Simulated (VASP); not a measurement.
# MnIn (Fm-3m) in VASP: further runs, part 3 of 3

VASP 6.6.1. Earlier steps stand in the parts before.

## 4. Relaxation of cell and atoms, PBE, collinear spin, ferromagnetic start

Contents of INCAR:

```
SYSTEM = MnIn
PREC = Accurate
ENCUT = 600
EDIFF = 1E-6
ISMEAR = 0
SIGMA = 0.1
LREAL = .FALSE.
LASPH = .TRUE.
NELM = 150
ALGO = Fast
ISIF = 3
LWAVE = .FALSE.
LCHARG = .FALSE.
ISPIN = 2
MAGMOM = 4 0
LORBIT = 11
LMAXMIX = 4
GGA = PE
IBRION = 2
NSW = 90
EDIFFG = -0.04
```

Contents of KPOINTS:

```
Automatic mesh
0
G
  6 6 6
  0 0 0
```

Contents of POSCAR:

```
MnIn
1.0
    0.0000000000      2.6566170600      2.6566170600
    2.6566170600      0.0000000000      2.6566170600
    2.6566170600      2.6566170600      0.0000000000
Mn In
1 1
Direct
    0.0000000000      0.0000000000      0.0000000000
    0.5000000000      0.5000000000      0.5000000000
```

Potentials or basis: VASP PAW PBE potentials, release 64 (Mn_pv, In_d).

Run with:

```sh
$ cat potpaw_PBE.64/Mn_pv/POTCAR potpaw_PBE.64/In_d/POTCAR > POTCAR
$ mpirun -np 1 vasp_std > vasp.out
```

OUTCAR:

```text
SYSTEM = MnIn
   PREC = Accurate
   ENCUT = 600
   EDIFF = 1E-6
   ISMEAR = 0
   LREAL = .FALSE.
   LASPH = .TRUE.
   NELM = 150
   ISIF = 3
   ISPIN = 2
   LORBIT = 11
   GGA = PE
   IBRION = 2
   NSW = 90
   EDIFFG = -0.04

 ion  position               nearest neighbor table
   1  0.000  0.000  0.000-   2 2.66   2 2.66   2 2.66   2 2.66   2 2.66   2 2.66
   2  0.500  0.500  0.500-   1 2.66   1 2.66   1 2.66   1 2.66   1 2.66   1 2.66

  LATTYP: Found a face centered cubic cell.
 ALAT       =     5.3132341200

  Lattice vectors:

 A1 = (   0.0000000000,   2.6566170600,   2.6566170600)
 A2 = (   2.6566170600,   0.0000000000,   2.6566170600)
 A3 = (   2.6566170600,   2.6566170600,   0.0000000000)

Analysis of symmetry for initial positions (statically):
=====================================================================
 Subroutine PRICEL returns:
 Original cell was already a primitive cell.

 Routine SETGRP: Setting up the symmetry group for a
 face centered cubic supercell.

 Subroutine GETGRP returns: Found 48 space group operations
 (whereof 48 operations were pure point group operations)
 out of a pool of 48 trial point group operations.

The static configuration has the point symmetry O_h .

Analysis of symmetry for dynamics (positions and initial velocities):
=====================================================================
 Subroutine PRICEL returns:
 Original cell was already a primitive cell.

 Routine SETGRP: Setting up the symmetry group for a
 face centered cubic supercell.

 Subroutine GETGRP returns: Found 48 space group operations
 (whereof 48 operations were pure point group operations)
 out of a pool of 48 trial point group operations.

The dynamic configuration has the point symmetry O_h .

Analysis of structural, dynamic, and magnetic symmetry:
=====================================================================
 Subroutine PRICEL returns:
 Original cell was already a primitive cell.

 Routine SETGRP: Setting up the symmetry group for a
 face centered cubic supercell.

 Subroutine GETGRP returns: Found 48 space group operations
 (whereof 48 operations were pure point group operations)
 out of a pool of 48 trial point group operations.

The overall configuration has the point symmetry O_h .

 Subroutine INISYM returns: Found 48 space group operations
 (whereof 48 operations are pure point group operations),
 and found     1 'primitive' translations

----------------------------------------------------------------------------------------

                                     Primitive cell

  volume of cell :      37.4988

  direct lattice vectors                    reciprocal lattice vectors
     0.000000000  2.656617060  2.656617060    -0.188209286  0.188209286  0.188209286
     2.656617060  0.000000000  2.656617060     0.188209286 -0.188209286  0.188209286
     2.656617060  2.656617060  0.000000000     0.188209286  0.188209286 -0.188209286

  length of vectors
     3.757023876  3.757023876  3.757023876     0.325988046  0.325988046  0.325988046

  position of ions in fractional coordinates (direct lattice)
[... 127 lines left out ...]
  -------------------------------------------------------------------------------------
  Total        1.4702595      1.4702595      1.4702595     -0.0000000     -0.0000000      0.0000000
  in kB       62.8185218     62.8185218     62.8185218     -0.0000000     -0.0000000      0.0000000
  external PRESSURE =      62.8185218 kB  Pullay stress =       0.0000000 kB

 VOLUME and BASIS-vectors are now :
 -----------------------------------------------------------------------------
  energy-cutoff  :      600.00
  volume of cell :       37.50
      direct lattice vectors                 reciprocal lattice vectors
     0.000000000  2.656617060  2.656617060    -0.188209286  0.188209286  0.188209286
     2.656617060  0.000000000  2.656617060     0.188209286 -0.188209286  0.188209286
     2.656617060  2.656617060  0.000000000     0.188209286  0.188209286 -0.188209286

 POSITION                                       TOTAL-FORCE (eV/Angst)
 -----------------------------------------------------------------------------------
      0.00000      0.00000      0.00000         0.000000      0.000000     -0.000000
      2.65662      2.65662      2.65662        -0.000000     -0.000000      0.000000
 -----------------------------------------------------------------------------------
    total drift:                                0.000000      0.000000      0.000000

  FREE ENERGIE OF THE ION-ELECTRON SYSTEM (eV)
  ---------------------------------------------------
  free  energy   TOTEN  =       -10.3603686844 eV

  energy  without entropy=      -10.3549893094  energy(sigma->0) =      -10.35767900

--------------------------------------- Ionic step        2  -------------------------------------------

 number of electron      26.0000008 magnetization       3.2662427

 Free energy of the ion-electron system (eV)
  ---------------------------------------------------
  ext. energy  EPLUGINS =         0.00000000
  ---------------------------------------------------
  free energy    TOTEN  =       -10.41981208 eV

  energy without entropy =      -10.41101917  energy(sigma->0) =      -10.41541563

 E-fermi :   6.9234     XC(G=0): -10.8024

 val. band max:        6.8592621323   @ k =   0.3333   0.1667   0.0000
 cond. band min:       6.9601272384   @ k =  -0.3333   0.3333   0.0000
 fundamental gap:      0.1008651061
 Fermi energy:         6.9233769383

 spin component 1

 k-point     1 :       0.0000    0.0000    0.0000
  band No.  band energies     occupation
      1     -42.4481      1.00000
      2     -42.4481      1.00000
      3     -42.4481      1.00000
      4      -7.2155      1.00000
      5      -7.2155      1.00000
      6      -7.1329      1.00000
[... 328 lines left out ...]
      5      -7.1608      1.00000
      6      -7.1479      1.00000
[... 11 lines left out ...]
     18      13.9810      0.00000
     19      15.5468      0.00000
 Fermi energy:         6.9233769383

 spin component 2

 k-point     1 :       0.0000    0.0000    0.0000
  band No.  band energies     occupation
      1     -38.9353      1.00000
      2     -38.9353      1.00000
      3     -38.9353      1.00000
      4      -7.2388      1.00000
      5      -7.2388      1.00000
      6      -7.1738      1.00000
[... 329 lines left out ...]
      6      -7.1863      1.00000
[... 11 lines left out ...]
     18      14.7387      0.00000
     19      15.9629      0.00000

------------------------ aborting loop because EDIFF is reached ----------------------------------------

  FORCE on cell =-STRESS in cart. coord.  units (eV):
  Direction    XX          YY          ZZ          XY          YZ          ZX
  --------------------------------------------------------------------------------------
  -------------------------------------------------------------------------------------
  Total       -0.0732144     -0.0732144     -0.0732144      0.0000000     -0.0000000     -0.0000000
  in kB       -2.8176321     -2.8176321     -2.8176321      0.0000000     -0.0000000     -0.0000000
  external PRESSURE =      -2.8176321 kB  Pullay stress =       0.0000000 kB

 VOLUME and BASIS-vectors are now :
 -----------------------------------------------------------------------------
  energy-cutoff  :      600.00
  volume of cell :       41.63
      direct lattice vectors                 reciprocal lattice vectors
    -0.000000000  2.750832949  2.750832949    -0.181763127  0.181763127  0.181763127
     2.750832949 -0.000000000  2.750832949     0.181763127 -0.181763127  0.181763127
     2.750832949  2.750832949  0.000000000     0.181763127  0.181763127 -0.181763127

 POSITION                                       TOTAL-FORCE (eV/Angst)
 -----------------------------------------------------------------------------------
      2.75083      2.75083      5.50167         0.000000     -0.000000     -0.000000
      2.75083      2.75083      2.75083        -0.000000      0.000000      0.000000
 -----------------------------------------------------------------------------------
    total drift:                                0.000000      0.000000      0.000000

  FREE ENERGIE OF THE ION-ELECTRON SYSTEM (eV)
  ---------------------------------------------------
  free  energy   TOTEN  =       -10.4198120833 eV

  energy  without entropy=      -10.4110191723  energy(sigma->0) =      -10.41541563

 reached required accuracy - stopping structural energy minimisation

 total charge

# of ion       s       p       d       tot
------------------------------------------
    1        0.289   6.149   5.076  11.514
    2        0.932   0.751   9.840  11.523
--------------------------------------------------
tot          1.221   6.900  14.915  23.036

 magnetization (x)

# of ion       s       p       d       tot
------------------------------------------
    1        0.050   0.002   3.301   3.353
    2       -0.046  -0.118   0.016  -0.148
--------------------------------------------------
tot          0.004  -0.116   3.317   3.205
```

OSZICAR:

```text
N       E                     dE             d eps       ncg     rms          rms(c)
DAV:   1     0.238292811428E+03    0.23829E+03   -0.15925E+04  1264   0.211E+03
DAV:   2     0.131624829254E+01   -0.23698E+03   -0.23216E+03  1225   0.450E+02
DAV:   3    -0.106272843434E+02   -0.11944E+02   -0.11772E+02  1338   0.116E+02
[... 21 lines left out ...]
RMM:   8    -0.104195937629E+02   -0.58786E-03   -0.74634E-03  1605   0.836E-01    0.446E-01
RMM:   9    -0.104197715673E+02   -0.17780E-03   -0.13559E-03  1509   0.318E-01    0.185E-01
RMM:  10    -0.104197993650E+02   -0.27798E-04   -0.36382E-04  1350   0.188E-01    0.614E-02
RMM:  11    -0.104198087203E+02   -0.93553E-05   -0.89428E-05  1523   0.752E-02    0.332E-02
RMM:  12    -0.104198120812E+02   -0.33609E-05   -0.16653E-05  1301   0.364E-02    0.119E-02
RMM:  13    -0.104198120833E+02   -0.20877E-08   -0.58739E-06  1019   0.238E-02
   2 F= -.10419812E+02 E0= -.10415416E+02  d E =-.594434E-01  mag=     3.2663
```

CONTCAR:

```text
MnIn
   1.00000000000000
    -0.0000000000000000    2.7508329493002170    2.7508329493002170
     2.7508329493002170   -0.0000000000000000    2.7508329493002170
     2.7508329493002170    2.7508329493002170    0.0000000000000000
  Mn              In
     1     1
Direct
     1.0000000000000000    1.0000000000000000    0.0000000000000000
     0.5000000000000000    0.5000000000000000    0.5000000000000000

  0.00000000E+00  0.00000000E+00  0.00000000E+00
  0.00000000E+00  0.00000000E+00  0.00000000E+00
```

Run time: 33 s. Hardware: 1 thread of Intel Xeon 6975P-C (Granite Rapids), shared host; peak memory 0.2 GiB.

What came out:

```
Free energy                                           : -10.4198 eV
Relaxed volume                                        : 20.82 Å³/atom
Relaxed cell                                          : a = 3.890 Å, b = 3.890 Å, c = 3.890 Å, α = 60.00°, β = 60.00°, γ = 60.00°
Space group after relaxing (to 0.1 Å)                 : Fm-3m (No. 225)
Energy gained by relaxing                             : 29.7 meV/atom
Ionic steps                                           : 2
Pressure after relaxing                               : -0.3 GPa
Net moment                                            : 3.27 μB per cell
Site moments                                          : Mn +3.35; In -0.15 μB
Valence electrons inside the program's atomic spheres : Mn 11.51; In 11.52
```

The path:
```tsv
step	energy change (eV)	largest force (eV/Å)	pressure (GPa)	volume (Å³)
1	0.0000	0.0000	6.28	37.50
2	-0.0594	0.0000	-0.28	41.63
```

Final structure:
```xyz
2
Lattice="0.0000 2.7508 2.7508 2.7508 0.0000 2.7508 2.7508 2.7508 0.0000" Properties=species:S:1:pos:R:3 pbc="T T T"
Mn    2.7508    2.7508    5.5017
In    2.7508    2.7508    2.7508
```

Levels at points of the mesh, in eV from the Fermi level:
Spin up:
```csv
k point,band 13,band 14,band 15,band 16,band 17,band 18
"(0.00, 0.00, 0.00)",-1.63,-1.63,5.29,5.29,5.29,9.14
"(0.50, 0.00, 0.00)",-1.80,-1.80,-1.31,6.50,6.50,7.00
"(0.50, 0.50, 0.00)",-1.75,-1.48,-0.11,1.31,1.31,4.01
```
Spin down:
```csv
k point,band 9,band 10,band 11,band 12,band 13,band 14
"(0.00, 0.00, 0.00)",-8.51,0.87,0.87,1.00,1.00,1.00
"(0.50, 0.00, 0.00)",-5.22,-3.85,-0.35,-0.35,1.46,1.46
"(0.50, 0.50, 0.00)",-4.75,-2.61,0.18,1.11,1.42,1.42
```

Caveat: spin-orbit coupling is left out, which moves the levels of the heavy elements.

## 5. Single point, PBE, collinear spin, ferromagnetic start

This run uses another cell than the first one, of 20.36 Å³/atom.

Contents of INCAR:

```
PREC = Accurate
ENCUT = 520
EDIFF = 1E-7
ISMEAR = 0
SIGMA = 0.1
LREAL = False
LASPH = True
NELM = 150
ALGO = Normal
ISIF = 2
LWAVE = False
LCHARG = False
ISPIN = 2
MAGMOM = 3.6 0
LORBIT = 11
LMAXMIX = 4
GGA = PE
NBANDS = 24
```

Contents of KPOINTS:

```
regular mesh
0
Gamma
  18 18 18
```

Contents of POSCAR:

```
MnIn
1.0
    0.0000000000      2.7305052330      2.7305052330
    2.7305052330      0.0000000000      2.7305052330
    2.7305052330      2.7305052330      0.0000000000
Mn In
1 1
Direct
    0.0000000000      0.0000000000      0.0000000000
    0.5000000000      0.5000000000      0.5000000000
```

Run with:

```sh
$ cat potpaw_PBE.64/Mn_pv/POTCAR potpaw_PBE.64/In_d/POTCAR > POTCAR
$ mpirun -np 1 vasp_std > vasp.out
```

It took 3.3 min on 1 thread of Intel Xeon 6975P-C (Granite Rapids), shared host; peak memory 0.4 GiB.

Results (log left out):

```
Free energy                                           : -10.4161 eV
Pressure                                              : 0.0 GPa
Net moment                                            : 3.09 μB per cell
Site moments                                          : Mn +3.21; In -0.16 μB
Valence electrons inside the program's atomic spheres : Mn 11.54; In 11.54
```

Levels at points of the mesh, in eV from the Fermi level:
Spin up:
```csv
k point,band 11,band 12,band 13,band 14,band 15,band 16,band 17,band 18
"(0.00, 0.00, 0.00)",-2.13,-2.13,-1.55,-1.55,5.38,5.38,5.38,9.13
"(0.50, 0.00, 0.00)",-2.45,-2.45,-1.75,-1.75,-1.26,6.63,6.63,7.12
"(0.50, 0.50, 0.00)",-2.50,-1.70,-1.70,-1.40,0.00,1.30,1.30,4.20
```
Spin down:
```
           k point  band 8  band 9  band 10  band 11  band 12  band 13  band 14  band 15  band 16  band 17
(0.00, 0.00, 0.00)  -14.17   -8.68     0.79     0.79     0.93     0.93     0.93     5.47     5.47     5.47
(0.50, 0.00, 0.00)  -14.06   -5.31    -3.98    -0.47    -0.47     1.39     1.39     1.75     7.24     7.24
(0.50, 0.50, 0.00)  -14.02   -4.85    -2.73     0.09     1.02     1.39     1.39     1.71     1.71     1.97
```

Caveat: spin-orbit coupling is left out, which moves the levels of the heavy elements.

## 6. Overview

```csv
task,cell,k mesh,cutoff (eV),gap on the mesh (eV),pressure (GPa),moment (μB)
single point,"a = 3.757 Å, angles 60.0°, 2 atoms",6 × 6 × 6,520,none,6.2,2.95
single point,"a = 3.866 Å, angles 60.0°, 2 atoms",6 × 6 × 6,520,none,0.3,3.17
relaxation of cell and atoms,"relaxed from a = 3.757 Å, angles 60.0°, 2 atoms",6 × 6 × 6,600,none,-0.3,3.27
single point,"a = 3.862 Å, angles 60.0°, 2 atoms",18 × 18 × 18,520,none,0.0,3.09
```

Alike in all rows: level PBE; potentials or basis VASP PAW PBE potentials, release 64 (Mn_pv, In_d); spin collinear, ferromagnetic start; smearing gaussian 0.1 eV.

Caveats: spin-orbit coupling is left out, which moves the levels of the heavy elements; the cell stands under pressure (at least some runs).

Total energies depend on the potentials used, so only differences within one code and one set of settings carry meaning.

The gap in the log of VASP goes by the Fermi energy; the results here count the filled bands.